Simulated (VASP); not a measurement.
## Tc12H (a cell with a defect): single point with LDA

Tc12H (a cell with a defect):

```
CELL_PARAMETERS angstrom
5.48000 0.00000 0.00000
-4.11000 7.11873 0.00000
0.00000 0.00000 4.39496
ATOMIC_POSITIONS crystal
Tc 0.99226 0.99472 0.00569
Tc 0.16803 0.23914 0.50785
Tc 0.98762 0.34335 0.98997
Tc 0.20141 0.57179 0.50676
Tc 0.00731 0.66033 0.97832
Tc 0.17079 0.89142 0.49318
Tc 0.49909 0.98966 0.97549
Tc 0.64026 0.22636 0.53573
Tc 0.46188 0.32579 0.98394
Tc 0.68916 0.55353 0.51243
Tc 0.51294 0.64993 0.00680
Tc 0.66865 0.88413 0.50833
H 0.84027 0.10307 0.22469
```

* Program: VASP 6.6.1
* Task: single point
* Functional: LDA
* Potentials or basis: VASP PAW LDA potentials, release 64 (Tc_pv, H)
* Cutoff: 520 eV
* k mesh: 2 × 2 × 2
* Occupations: fermi-dirac, width 0.05 eV
* Spin: no spin polarisation

```json
{
  "Pressure": "-4.0 GPa",
  "Largest force": "1.781 eV/Å",
  "Band gap on the k mesh": "zero (an odd number of electrons rules out a gap without spin polarisation)"
}
```

Forces on the atoms (eV/Å):
```
Tc   0.982 -0.422 -1.425
Tc  -0.306 -0.788  0.601
Tc   0.030 -0.741 -0.153
Tc  -0.308 -0.485  0.635
Tc  -0.300  0.376 -0.037
Tc   0.159  0.283  0.392
Tc  -0.780  0.232 -0.164
Tc   1.322 -0.160 -0.553
Tc   1.149  0.001  0.219
Tc  -0.539  0.540 -0.144
Tc  -0.691  0.596 -0.653
Tc  -0.139  0.246  0.908
H   -0.577  0.321  0.374
```

Stress tensor (GPa, compression positive):
```
-0.86  0.67  0.34
 0.67 -6.89  0.37
 0.34  0.37 -4.21
```

Levels at points of the mesh, in eV from the Fermi level:
| k point | band 77 | band 78 | band 79 | band 80 | band 81 | band 82 |
| --- | --- | --- | --- | --- | --- | --- |
| (0.00, 0.00, 0.00) | -0.43 | -0.37 | -0.17 | 0.27 | 1.10 | 1.24 |
| (0.50, 0.00, 0.00) | -0.30 | -0.14 | 0.15 | 0.27 | 0.50 | 0.60 |
| (0.00, 0.50, 0.00) | -0.43 | -0.40 | -0.26 | -0.15 | 0.03 | 0.11 |
| (0.50, 0.50, 0.00) | -0.45 | -0.35 | -0.17 | -0.01 | 0.12 | 0.15 |
| (0.00, 0.00, 0.50) | 0.07 | 0.19 | 0.28 | 0.31 | 0.40 | 0.66 |
| (0.50, 0.00, 0.50) | -0.28 | -0.25 | -0.12 | 0.04 | 0.11 | 0.14 |
| (0.00, 0.50, 0.50) | 0.29 | 0.36 | 0.44 | 0.62 | 0.80 | 1.12 |
| (0.50, 0.50, 0.50) | -0.50 | -0.48 | -0.28 | -0.24 | -0.03 | 0.11 |

It took 2.1 min on 1 thread of Intel(R) Xeon(R) 6975P-C (Granite Rapids), with other jobs on the host, peak memory 0.28 GiB.

Caveat: the k points lie up to 0.71 Å⁻¹ apart, too coarse for converged energies and pressures of a metal.
